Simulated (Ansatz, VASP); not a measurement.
## Two plane-wave programs on MgS

INCAR

```
PREC = Accurate
ENCUT = 520
EDIFF = 1E-7
ISMEAR = 0
SIGMA = 0.05
LREAL = False
LASPH = True
NELM = 80
ALGO = Normal
ISIF = 2
LWAVE = False
LCHARG = False
GGA = PE
NBANDS = 11
```

KPOINTS

```
regular mesh
0
Gamma
  8 8 8
```

Contents of POSCAR:

```
MgS
1.0
    0.0000000000      2.6016500000      2.6016500000
    2.6016500000      0.0000000000      2.6016500000
    2.6016500000      2.6016500000      0.0000000000
Mg S
1 1
Direct
    0.0000000000     -0.1153114370      0.0000000000
    0.5000000000      0.5000000000      0.5000000000
```

Input for Ansatz:

```yaml
crystal:
  lattice:
    - [0.0, 2.60165, 2.60165]
    - [2.60165, 0.0, 2.60165]
    - [2.60165, 2.60165, 0.0]
  atoms:
    - { symbol: Mg, position: [0.0, -0.115311437, 0.0] }
    - { symbol: S, position: [0.5, 0.5, 0.5] }
basis:
  ecutwfc: 420
kpoints:
  mp_grid: { grid: [8, 8, 8] }
hamiltonian:
  xc: pbe
scf:
  occupations: { method: gaussian, width: 0.05 }
output:
  forces: true
  stress: true
  eigenvalues: true
  write_density: true
  write_potential: true
  elf: true
  volumetric_format: npy
```

Alike in both runs: task single point; functional PBE; k mesh 8 × 8 × 8; occupations gaussian, width 0.05 eV; no spin polarisation.

```csv
,VASP,Ansatz
version,VASP 6.6.1,Ansatz 0.2.0
potentials or method,"VASP PAW PBE potentials, release 64 (Mg, S), cutoff 520 eV","scalar-relativistic, plane waves, PAW"
valence electrons in the cell,8,16
```

|  | VASP | Ansatz | Ansatz less VASP |
| --- | --- | --- | --- |
| gap on the k mesh at the Fermi level (eV) | 2.82 | 2.84 | +0.015 |
| least direct gap on the mesh (eV) | 3.67 | 3.68 | +0.012 |
| pressure (GPa) | 6.9 | 7.1 | +0.24 |
| traceless stress, the component that is largest in VASP (GPa) | -7.26 | -7.23 | +0.028 |
| rms of the force components (eV/Å) | 0.858 | 0.857 | -0.0013 |

Atom by atom the forces differ by 0.001 eV/Å (rms over components). VASP's potentials hold 8 valence electrons a cell and Ansatz's 16, so a difference there can come from the potentials and not from the codes.
